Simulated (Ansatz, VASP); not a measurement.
One calculation of CdF2, two programs

```xyz
3
Lattice="0.0000 2.6940 2.6940 2.6940 0.0000 2.6940 2.6940 2.6940 0.0000" Properties=species:S:1:pos:R:3 pbc="T T T"
Cd    0.0000    0.0000    0.0000
F     4.0410    4.0410    4.0410
F     1.3470    1.3470    1.3470
```

Alike in both runs: functional RPBE; k mesh 5 × 5 × 5; occupations fermi-dirac, width 0.05 eV; no spin polarisation.

|  | VASP | Ansatz |
| --- | --- | --- |
| version | VASP 6.6.1 | Ansatz 0.2.0 |
| potentials or method | VASP PAW PBE potentials, release 64 (Cd, F) | Ansatz PAW |
| plane-wave cutoff (eV) | 520 | 420 |
| valence electrons in the cell | 26 | 34 |
| task | single point | band structure |

|  | VASP | Ansatz | Ansatz less VASP |
| --- | --- | --- | --- |
| gap on the k mesh at the Fermi level (eV) | 3.35 | 3.39 | +0.034 |
| least direct gap on the mesh (eV) | 3.78 | 3.81 | +0.033 |
| pressure (GPa) | 11.0 | 10.3 | -0.77 |

VASP's potentials were made for PBE, not for RPBE. The functional is the same, so the differences come from potentials, cutoffs and numerics. VASP's potentials hold 26 valence electrons a cell and Ansatz's 34, so a difference there can come from the potentials and not from the codes.

Noted on Ansatz's run: the k mesh misses the band edges, so the gap on the mesh is wider than the one along the path.
